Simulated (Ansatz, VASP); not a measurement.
## Two plane-wave programs on CuI

The input POSCAR:

```
CuI
1.0
    0.0000000000      3.1169389554      2.8675838389
    3.1169389554      0.0000000000      2.8675838389
    3.1169389554      3.1169389554      0.0000000000
Cu I
1 1
Direct
    0.7500000000      0.7500000000      0.7500000000
    0.0000000000      0.0000000000      0.0000000000
```

File INCAR.step1:

```
PREC = Accurate ; ENCUT = 520
ISMEAR = 0 ; SIGMA = 0.05
LREAL = False ; LASPH = True
NELM = 80 ; NBANDS = 16
GGA = PE ; ALGO = Normal
EDIFF = 1E-4 ; LWAVE = True
LCHARG = False
```

INCAR.step2

```
PREC = Accurate ; ENCUT = 520
EDIFF = 1E-6 ; ISMEAR = 0
SIGMA = 0.05 ; LREAL = False
LASPH = True ; NELM = 80
ALGO = Normal ; ISIF = 2
LWAVE = False ; LCHARG = False
METAGGA = R2SCAN ; LMIXTAU = True
NBANDS = 16 ; ISTART = 1
```

Contents of KPOINTS:

```
regular mesh
0
Gamma
  8 8 8
```

Input for Ansatz:

```yaml
crystal:
  lattice:
    - [0.0, 3.1169389554, 2.8675838389]
    - [3.1169389554, 0.0, 2.8675838389]
    - [3.1169389554, 3.1169389554, 0.0]
  atoms:
    - { symbol: Cu, position: [0.75, 0.75, 0.75] }
    - { symbol: I, position: [0.0, 0.0, 0.0] }
basis:
  ecutwfc: 500
kpoints:
  mp_grid: { grid: [8, 8, 8] }
hamiltonian:
  xc: r2scan
scf:
  occupations: { method: gaussian, width: 0.05 }
output:
  forces: true
  stress: true
  eigenvalues: true
```

Alike in both runs: task single point; functional r2SCAN; k mesh 8 × 8 × 8; occupations gaussian, width 0.05 eV; no spin polarisation.

|  | VASP | Ansatz |
| --- | --- | --- |
| version | VASP 6.6.1 | Ansatz 0.2.0 |
| potentials or method | VASP PAW PBE potentials, release 64 (Cu, I), cutoff 520 eV | scalar-relativistic, plane waves, PAW |
| valence electrons in the cell | 18 | 36 |

Ansatz gave:

```
gap on the k mesh at the Fermi level (eV)                     : 1.54
least direct gap on the mesh (eV)                             : 1.54
pressure (GPa)                                                : -0.9
traceless stress, the component that is largest in VASP (GPa) : 0.89
```

**Question.** Which values does VASP return?

**Answer.** gap on the k mesh at the Fermi level (eV): 1.55; least direct gap on the mesh (eV): 1.55; pressure (GPa): -0.9; traceless stress, the component that is largest in VASP (GPa): 0.90.

VASP's potentials were made for PBE, not for r2SCAN. The functional is the same, so the differences come from potentials, cutoffs and numerics. VASP's potentials hold 18 valence electrons a cell and Ansatz's 36, so a difference there can come from the potentials and not from the codes.

Neither program's run includes spin-orbit coupling.
